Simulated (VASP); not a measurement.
# BaTiO3 (R3m) in VASP: notebook

Runs on BaTiO3. Level: r2SCAN. Tasks: single point.

All numbers are computed with VASP 6.6.1; they aren't measurements. Logs are shortened: lines on timing, memory, paths and dates and some standing lists are left out, and cuts for length are marked.

### Step 1. The cell of the first run

The typed cell holds 5 atoms: a = 3.856 Å, b = 3.856 Å, c = 3.856 Å, α = 90.00°, β = 90.00°, γ = 90.00°.

### Step 2. Single point, r2SCAN (11.47 Å³/atom)

File POSCAR:

```
BaTiO3
1.0
    2.7264779431      1.5741327744      2.2261514313
   -2.7264779431      1.5741327744      2.2261514313
    0.0000000000     -3.1482655488      2.2261514313
Ba Ti O
1 1 3
Direct
   -0.0041513494     -0.0041513494     -0.0041513494
    0.4961296938      0.4961296938      0.4961296938
    0.4956001134      0.4956001134      0.9955214289
    0.4956001134      0.9955214289      0.4956001134
    0.9955214289      0.4956001134      0.4956001134
```

File INCAR.step1:

```
  PREC = Accurate
  ENCUT = 660
  ISMEAR = 0
  SIGMA = 0.02
  LREAL = F
  LASPH = T
  NELM = 120
  NBANDS = 28
  GGA = PE
  ALGO = Normal
  EDIFF = 1E-5
  LWAVE = T
  LCHARG = F
  GGA_COMPAT = F
```

File INCAR.step2:

```
  PREC = Accurate
  ENCUT = 660
  EDIFF = 1E-6
  ISMEAR = 0
  SIGMA = 0.02
  LREAL = F
  LASPH = T
  NELM = 120
  ALGO = Normal
  ISIF = 2
  LWAVE = F
  LCHARG = T
  METAGGA = R2SCAN
  LMIXTAU = T
  LELF = T
  LVHAR = T
  NBANDS = 28
  ISTART = 1
  GGA_COMPAT = F
```

File KPOINTS:

```
regular mesh
0
Gamma
  6 6 6
```

Potentials or basis: VASP PAW PBE potentials, release 64 (Ba_sv, Ti_sv, O).

The run is started by

```bash
$ cat potpaw_PBE.64/Ba_sv/POTCAR potpaw_PBE.64/Ti_sv/POTCAR potpaw_PBE.64/O/POTCAR > POTCAR
$ cp INCAR.step1 INCAR
$ mpirun -np 1 vasp_std > vasp.out
$ cp INCAR.step2 INCAR
$ mpirun -np 1 vasp_std > vasp.out
```

OUTCAR:

```text
PREC = Accurate
   ENCUT = 660
   EDIFF = 1E-6
   ISMEAR = 0
   LREAL = F
   LASPH = T
   NELM = 120
   ISIF = 2
   METAGGA = R2SCAN
   ISTART = 1

 ion  position               nearest neighbor table
   1  0.996  0.996  0.996-   4 2.73   5 2.73   3 2.73   3 2.73   3 2.73   4 2.73   5 2.73   5 2.73
                             4 2.73   5 2.73   4 2.73   3 2.73   2 3.34   2 3.34   2 3.34   2 3.34
   2  0.496  0.496  0.496-   4 1.93   5 1.93   3 1.93   4 1.93   5 1.93   3 1.93   1 3.34   1 3.34
                             1 3.34   1 3.34   1 3.34   1 3.34   1 3.34   1 3.34
   3  0.496  0.496  0.996-   2 1.93   2 1.93   1 2.73   1 2.73   1 2.73   1 2.73
   4  0.496  0.996  0.496-   2 1.93   2 1.93   1 2.73   1 2.73   1 2.73   1 2.73
   5  0.996  0.496  0.496-   2 1.93   2 1.93   1 2.73   1 2.73   1 2.73   1 2.73

  LATTYP: Found a simple cubic cell.
 ALAT       =     3.8558171846

  Lattice vectors:

 A1 = (   2.7264779431,   1.5741327744,   2.2261514313)
 A2 = (  -2.7264779431,   1.5741327744,   2.2261514313)
 A3 = (   0.0000000000,  -3.1482655488,   2.2261514313)

Analysis of symmetry for initial positions (statically):
=====================================================================
 Subroutine PRICEL returns:
 Original cell was already a primitive cell.

 Routine SETGRP: Setting up the symmetry group for a
 simple cubic supercell.

 Subroutine GETGRP returns: Found  6 space group operations
 (whereof  6 operations were pure point group operations)
 out of a pool of 48 trial point group operations.

The static configuration has the point symmetry C_3v.

Analysis of symmetry for dynamics (positions and initial velocities):
=====================================================================
 Subroutine PRICEL returns:
 Original cell was already a primitive cell.

 Routine SETGRP: Setting up the symmetry group for a
 simple cubic supercell.

 Subroutine GETGRP returns: Found  6 space group operations
 (whereof  6 operations were pure point group operations)
 out of a pool of 48 trial point group operations.

The dynamic configuration has the point symmetry C_3v.

 Subroutine INISYM returns: Found  6 space group operations
 (whereof  6 operations are pure point group operations),
 and found     1 'primitive' translations

----------------------------------------------------------------------------------------

                                     Primitive cell

  volume of cell :      57.3257

  direct lattice vectors                    reciprocal lattice vectors
     2.726477943  1.574132774  2.226151431     0.183386776  0.105878405  0.149735247
    -2.726477943  1.574132774  2.226151431    -0.183386776  0.105878405  0.149735247
     0.000000000 -3.148265549  2.226151431     0.000000000 -0.211756809  0.149735247

  length of vectors
     3.855817185  3.855817185  3.855817185     0.259348395  0.259348395  0.259348395

  position of ions in fractional coordinates (direct lattice)
     0.995848651  0.995848651  0.995848651
     0.496129694  0.496129694  0.496129694
     0.495600113  0.495600113  0.995521429
     0.495600113  0.995521429  0.495600113
     0.995521429  0.495600113  0.495600113

  ion indices of the primitive-cell ions
   primitive index   ion index
                 1           1
                 2           2
                 3           3
                 4           4
                 5           5

----------------------------------------------------------------------------------------

 KPOINTS: regular mesh

Automatic generation of k-mesh.
 Grid dimensions read from file:
 generate k-points for:    6    6    6

 Generating k-lattice:

  Cartesian coordinates                     Fractional coordinates (reciprocal lattice)
     0.030564463  0.017646401  0.024955874     0.166666667 -0.000000000 -0.000000000
    -0.030564463  0.017646401  0.024955874    -0.000000000  0.166666667 -0.000000000
     0.000000000 -0.035292802  0.024955874    -0.000000000 -0.000000000  0.166666667

  Length of vectors
     0.043224733  0.043224733  0.043224733

  Shift w.r.t. Gamma in fractional coordinates (k-lattice)
     0.000000000  0.000000000  0.000000000

 Subroutine IBZKPT returns following result:
 ===========================================

 Found     32 irreducible k-points:

 Following reciprocal coordinates:
            Coordinates               Weight
  0.000000  0.000000  0.000000      1.000000
  0.166667  0.000000  0.000000      6.000000
  0.333333  0.000000  0.000000      6.000000
  0.500000  0.000000  0.000000      3.000000
  0.166667  0.166667  0.000000      6.000000
 -0.166667  0.166667  0.000000      6.000000
[... 16 lines left out ...]
 -0.166667  0.333333  0.333333      6.000000
  0.500000  0.333333  0.166667     12.000000
 [... further k-points ...]
   k-points           NKPTS =     32   k-points in BZ     NKDIM =     32   number of bands    NBANDS=     28
   number of dos      NEDOS =    301   number of ions     NIONS =      5
[... 60 lines left out ...]
  free energy    TOTEN  =       -73.70050524 eV

  energy without entropy =      -73.70050524  energy(sigma->0) =      -73.70050524

 E-fermi :   4.6629     XC(G=0): -12.5682

 val. band max:        4.4379641508   @ k =   0.5000   0.5000   0.5000
 cond. band min:       6.8303774479   @ k =   0.0000   0.0000   0.0000
 fundamental gap:      2.3924132971
 Fermi energy:         4.6628885380

 k-point     1 :       0.0000    0.0000    0.0000
  band No.  band energies     occupation
      1     -53.9012      2.00000
      2     -29.1385      2.00000
      3     -29.1385      2.00000
      4     -29.1385      2.00000
      5     -20.8313      2.00000
      6     -13.6284      2.00000
[... 20 lines left out ...]
     27      10.2100      0.00000
     28      14.1657      0.00000

 k-point     2 :       0.1667    0.0000    0.0000
  band No.  band energies     occupation
      1     -53.9007      2.00000
      2     -29.1644      2.00000
      3     -29.1375      2.00000
      4     -29.1375      2.00000
      5     -20.7736      2.00000
      6     -13.7070      2.00000
[... 20 lines left out ...]
     27      10.8528      0.00000
     28      14.1719      0.00000

 k-point     3 :       0.3333    0.0000    0.0000
  band No.  band energies     occupation
      1     -53.8996      2.00000
      2     -29.2155      2.00000
      3     -29.1356      2.00000
      4     -29.1356      2.00000
      5     -20.6533      2.00000
      6     -13.9844      2.00000
[... 20 lines left out ...]
     27      12.3594      0.00000
     28      13.9337      0.00000

 k-point     4 :       0.5000    0.0000    0.0000
  band No.  band energies     occupation
      1     -53.8990      2.00000
      2     -29.2408      2.00000
      3     -29.1347      2.00000
      4     -29.1347      2.00000
      5     -20.5904      2.00000
      6     -14.1386      2.00000
[... 20 lines left out ...]
     27      13.3688      0.00000
     28      13.8120      0.00000

 k-point     5 :       0.1667    0.1667    0.0000
  band No.  band energies     occupation
      1     -53.9001      2.00000
      2     -29.1640      2.00000
      3     -29.1624      2.00000
      4     -29.1366      2.00000
      5     -20.7216      2.00000
      6     -13.7012      2.00000
[... 20 lines left out ...]
     27      11.4399      0.00000
     28      14.5431      0.00000

 k-point     6 :      -0.1667    0.1667    0.0000
  band No.  band energies     occupation
      1     -53.9001      2.00000
      2     -29.1640      2.00000
      3     -29.1624      2.00000
      4     -29.1366      2.00000
      5     -20.7216      2.00000
      6     -13.7012      2.00000
[... 463 lines left out ...]
      5     -20.5012      2.00000
      6     -13.5090      2.00000
[... 20 lines left out ...]
     27      14.0676      0.00000
     28      14.2673      0.00000

 k-point    22 :      -0.3333    0.3333    0.1667
  band No.  band energies     occupation
      1     -53.8975      2.00000
      2     -29.2102      2.00000
      3     -29.2088      2.00000
      4     -29.1578      2.00000
      5     -20.5012      2.00000
      6     -13.5090      2.00000
[... 20 lines left out ...]
     27      14.0675      0.00000
     28      14.2674      0.00000

 k-point    23 :      -0.1667    0.3333    0.3333
  band No.  band energies     occupation
      1     -53.8975      2.00000
      2     -29.2102      2.00000
      3     -29.2088      2.00000
      4     -29.1578      2.00000
      5     -20.5012      2.00000
      6     -13.5090      2.00000
[... 20 lines left out ...]
     27      14.0675      0.00000
     28      14.2673      0.00000

 k-point    24 :       0.5000    0.3333    0.1667
  band No.  band energies     occupation
      1     -53.8969      2.00000
      2     -29.2340      2.00000
      3     -29.2080      2.00000
      4     -29.1568      2.00000
      5     -20.4622      2.00000
      6     -13.4635      2.00000
[... 20 lines left out ...]
     27      13.8877      0.00000
     28      14.4854      0.00000

 [... further k-points ...]
[... 5 lines left out ...]
  --------------------------------------------------------------------------------------
  -------------------------------------------------------------------------------------
  Total        9.6265186      9.6265186      9.6270023     -0.0000000      0.0000000      0.0000000
  in kB      269.0484743    269.0484743    269.0619915     -0.0000000      0.0000000      0.0000000
  external PRESSURE =     269.0529800 kB  Pullay stress =       0.0000000 kB

 VOLUME and BASIS-vectors are now :
 -----------------------------------------------------------------------------
  energy-cutoff  :      660.00
  volume of cell :       57.33
      direct lattice vectors                 reciprocal lattice vectors
     2.726477943  1.574132774  2.226151431     0.183386776  0.105878405  0.149735247
    -2.726477943  1.574132774  2.226151431    -0.183386776  0.105878405  0.149735247
     0.000000000 -3.148265549  2.226151431     0.000000000 -0.211756809  0.149735247

 POSITION                                       TOTAL-FORCE (eV/Angst)
 -----------------------------------------------------------------------------------
      0.00000      0.00000      6.65073        -0.000000     -0.000000     -0.005374
      0.00000      0.00000      3.31338        -0.000000     -0.000000     -0.005256
      0.00000     -1.57389      4.42274        -0.000000     -0.009510      0.003543
     -1.36302      0.78694      4.42274        -0.008236      0.004755      0.003543
      1.36302      0.78694      4.42274         0.008236      0.004755      0.003543
 -----------------------------------------------------------------------------------
    total drift:                               -0.000000      0.000002      0.015817

  FREE ENERGIE OF THE ION-ELECTRON SYSTEM (eV)
  ---------------------------------------------------
  free  energy   TOTEN  =       -73.7005052427 eV

  energy  without entropy=      -73.7005052427  energy(sigma->0) =      -73.70050524
```

Wall time 3.4 min (1 thread of Intel Xeon Platinum 8375C at 2.90GHz (Ice Lake), shared host); peak memory 0.23 GiB.

Results:

```
Free energy            : -73.7005 eV
Pressure               : 26.9 GPa
Largest force          : 0.010 eV/Å
Band gap on the k mesh : 2.39 eV (least direct gap 2.42 eV)
```

Forces in eV/Å, atoms in the order of the input:
```
Ba   0.000  0.000 -0.005
Ti   0.000  0.000 -0.005
O    0.000 -0.010  0.004
O   -0.008  0.005  0.004
O    0.008  0.005  0.004
```

Levels at points of the mesh, in eV from the valence-band top:
| k point | band 16 | band 17 | band 18 | band 19 | band 20 | band 21 | band 22 | band 23 | band 24 | band 25 |
| --- | --- | --- | --- | --- | --- | --- | --- | --- | --- | --- |
| (0.00, 0.00, 0.00) | -1.32 | -1.32 | -0.02 | -0.02 | -0.02 | 2.39 | 2.39 | 2.39 | 5.01 | 5.01 |
| (0.50, 0.00, 0.00) | -2.06 | -1.95 | -1.94 | -0.73 | -0.73 | 2.60 | 4.49 | 4.49 | 5.05 | 7.51 |
| (0.50, 0.50, 0.00) | -3.11 | -1.70 | -0.79 | -0.79 | -0.11 | 4.50 | 4.50 | 4.99 | 6.13 | 9.22 |
| (0.50, 0.50, 0.50) | -2.31 | -2.31 | 0.00 | 0.00 | 0.00 | 5.33 | 5.34 | 5.34 | 7.97 | 7.97 |

Caveat: the cell stands under pressure; the PAW data sets were made with another functional, which shifts forces and pressure a little; spin-orbit coupling is left out, which moves the levels of the heavy elements. A k mesh can miss the band edges.

### Step 3. Single point, r2SCAN (11.86 Å³/atom)

This run uses another cell than the first one, of 11.86 Å³/atom.

POSCAR: that of step 2 with these lines changed.

```diff
@@ -2,5 +2,5 @@
 1.0
-    2.7264779431      1.5741327744      2.2261514313
-   -2.7264779431      1.5741327744      2.2261514313
-    0.0000000000     -3.1482655488      2.2261514313
+    2.7571150910      1.5918211400      2.2511664625
+   -2.7571150910      1.5918211400      2.2511664625
+    0.0000000000     -3.1836422800      2.2511664624
 Ba Ti O
```

File INCAR.step1:

```
SYSTEM = BaTiO3
ALGO = Normal ; EDIFF = 1E-5
ENCUT = 660 ; GGA = PE
GGA_COMPAT = .FALSE. ; ISMEAR = 0
LASPH = .TRUE. ; LCHARG = .FALSE.
LREAL = .FALSE. ; LWAVE = .TRUE.
NBANDS = 28 ; NELM = 120
PREC = Accurate ; SIGMA = 0.02
```

File INCAR.step2:

```
SYSTEM = BaTiO3
ALGO = Normal ; EDIFF = 1E-6
ENCUT = 660 ; GGA_COMPAT = .FALSE.
ISIF = 2 ; ISMEAR = 0
ISTART = 1 ; LASPH = .TRUE.
LCHARG = .FALSE. ; LMIXTAU = .TRUE.
LREAL = .FALSE. ; LWAVE = .FALSE.
METAGGA = R2SCAN ; NBANDS = 28
NELM = 120 ; PREC = Accurate
SIGMA = 0.02
```

File KPOINTS:

```
k-points
0
G
  6 6 6
  0 0 0
```

Potentials or basis: VASP PAW PBE potentials, release 64 (Ba_sv, Ti_sv, O).

The run is started by

```bash
$ cat potpaw_PBE.64/Ba_sv/POTCAR potpaw_PBE.64/Ti_sv/POTCAR potpaw_PBE.64/O/POTCAR > POTCAR
$ cp INCAR.step1 INCAR
$ mpirun -np 1 vasp_std > vasp.out
$ cp INCAR.step2 INCAR
$ mpirun -np 1 vasp_std > vasp.out
```

It took 4.9 min on 1 thread of Intel Xeon Platinum 8375C at 2.90GHz (Ice Lake), shared host; peak memory 0.26 GiB.

The run converged. Its results:

```
Free energy            : -73.9765 eV
Pressure               : 17.7 GPa
Largest force          : 0.012 eV/Å
Band gap on the k mesh : 2.32 eV (least direct gap 2.39 eV)
```

Forces on the atoms (eV/Å):
```
Ba   0.000  0.000  0.002
Ti   0.000  0.000 -0.012
O    0.000  0.002  0.003
O    0.001 -0.001  0.003
O   -0.001 -0.001  0.003
```

Levels at points of the mesh, in eV from the valence-band top:
| k point | band 18 | band 19 | band 20 | band 21 | band 22 | band 23 |
| --- | --- | --- | --- | --- | --- | --- |
| (0.00, 0.00, 0.00) | -0.07 | -0.07 | -0.07 | 2.32 | 2.32 | 2.32 |
| (0.50, 0.00, 0.00) | -1.91 | -0.74 | -0.74 | 2.51 | 4.29 | 4.29 |
| (0.50, 0.50, 0.00) | -0.83 | -0.83 | -0.10 | 4.30 | 4.30 | 4.78 |
| (0.50, 0.50, 0.50) | 0.00 | 0.00 | 0.00 | 5.09 | 5.09 | 5.09 |

Caveat: the cell stands under pressure; the PAW data sets were made with another functional, which shifts forces and pressure a little; spin-orbit coupling is left out, which moves the levels of the heavy elements.

### Step 4. Single point, r2SCAN (12.25 Å³/atom)

This run uses another cell than the first one, of 12.25 Å³/atom.

File POSCAR:

```
BaTiO3
1.0
    2.7860739959      1.6085405715      2.2772912035
   -2.7860739959      1.6085405715      2.2772912035
    0.0000000000     -3.2170811431      2.2772912034
Ba Ti O
1 1 3
Direct
   -0.0012166880     -0.0012166880     -0.0012166880
    0.5061844391      0.5061844391      0.5061844391
    0.4923368202      0.4923368202      0.9890586086
    0.4923368202      0.9890586086      0.4923368202
    0.9890586086      0.4923368202      0.4923368202
```

File INCAR.step1:

```
SYSTEM = BaTiO3
ALGO     = Normal         ! electronic algorithm
EDIFF    = 1E-5           ! SCF threshold, eV
ENCUT    = 660            ! plane-wave cutoff, eV
GGA      = PE             ! functional
GGA_COMPAT= .FALSE.      
ISMEAR   = 0              ! smearing method
LASPH    = .TRUE.         ! aspherical terms in the spheres
LCHARG   = .FALSE.        ! write CHGCAR
LREAL    = .FALSE.        ! projectors in reciprocal space
LWAVE    = .TRUE.         ! write WAVECAR
NBANDS   = 28             ! bands
NELM     = 120            ! most SCF steps
PREC     = Accurate       ! precision mode
SIGMA    = 0.02           ! smearing width, eV
```

File INCAR.step2:

```
SYSTEM = BaTiO3
ALGO     = Normal         ! electronic algorithm
EDIFF    = 1E-6           ! SCF threshold, eV
ENCUT    = 660            ! plane-wave cutoff, eV
GGA_COMPAT= .FALSE.      
ISIF     = 2              ! what is computed and relaxed
ISMEAR   = 0              ! smearing method
ISTART   = 1            
LASPH    = .TRUE.         ! aspherical terms in the spheres
LCHARG   = .FALSE.        ! write CHGCAR
LMIXTAU  = .TRUE.       
LREAL    = .FALSE.        ! projectors in reciprocal space
LWAVE    = .FALSE.        ! write WAVECAR
METAGGA  = R2SCAN         ! meta-GGA
NBANDS   = 28             ! bands
NELM     = 120            ! most SCF steps
PREC     = Accurate       ! precision mode
SIGMA    = 0.02           ! smearing width, eV
```

KPOINTS is that of step 3.

The run is started by

```bash
$ cat potpaw_PBE.64/Ba_sv/POTCAR potpaw_PBE.64/Ti_sv/POTCAR potpaw_PBE.64/O/POTCAR > POTCAR
$ cp INCAR.step1 INCAR
$ mpirun -np 1 vasp_std > vasp.out
$ cp INCAR.step2 INCAR
$ mpirun -np 1 vasp_std > vasp.out
```

It took 5.6 min on 1 thread of Intel Xeon Platinum 8375C at 2.90GHz (Ice Lake), shared host; peak memory 0.26 GiB.

The run converged. Its results:

* Free energy: -74.1474 eV
* Pressure: 10.9 GPa
* Largest force: 0.096 eV/Å
* Band gap on the k mesh: 2.45 eV (least direct gap 2.65 eV)

Forces on the atoms (eV/Å):
```
Ba   0.000  0.000 -0.016
Ti   0.000  0.000 -0.096
O    0.000 -0.035  0.037
O   -0.031  0.018  0.037
O    0.031  0.018  0.037
```

Levels at points of the mesh, in eV from the valence-band top:
```tsv
k point	band 18	band 19	band 20	band 21	band 22	band 23
(0.00, 0.00, 0.00)	-0.25	-0.20	-0.20	2.45	2.45	2.51
(0.50, 0.00, 0.00)	-1.78	-0.83	-0.79	2.63	4.20	4.23
(0.50, 0.50, 0.00)	-0.86	-0.85	-0.10	4.23	4.24	4.67
(0.50, 0.50, 0.50)	-0.01	-0.01	0.00	4.91	4.96	4.96
```

Caveat: the cell stands under pressure; the PAW data sets were made with another functional, which shifts forces and pressure a little; spin-orbit coupling is left out, which moves the levels of the heavy elements. A k mesh can miss the band edges.

### Step 5. Summary

| cell | gap on the mesh (eV) | pressure (GPa) | largest force (eV/Å) |
| --- | --- | --- | --- |
| a = 3.856 Å, 5 atoms, atomic positions A | 2.39 | 26.9 | 0.01 |
| a = 3.899 Å, 5 atoms, atomic positions A | 2.32 | 17.7 | 0.01 |
| a = 3.942 Å, 5 atoms, atomic positions B | 2.45 | 10.9 | 0.10 |

Alike in all rows: task single point; level r2SCAN; potentials or basis VASP PAW PBE potentials, release 64 (Ba_sv, Ti_sv, O); no spin polarisation; k mesh 6 × 6 × 6; cutoff (eV) 660; smearing gaussian 0.02 eV.

Caveats: the cell stands under pressure; the PAW data sets were made with another functional, which shifts forces and pressure a little; spin-orbit coupling is left out, which moves the levels of the heavy elements.

Absolute energies hang on the potentials; compare differences alone.
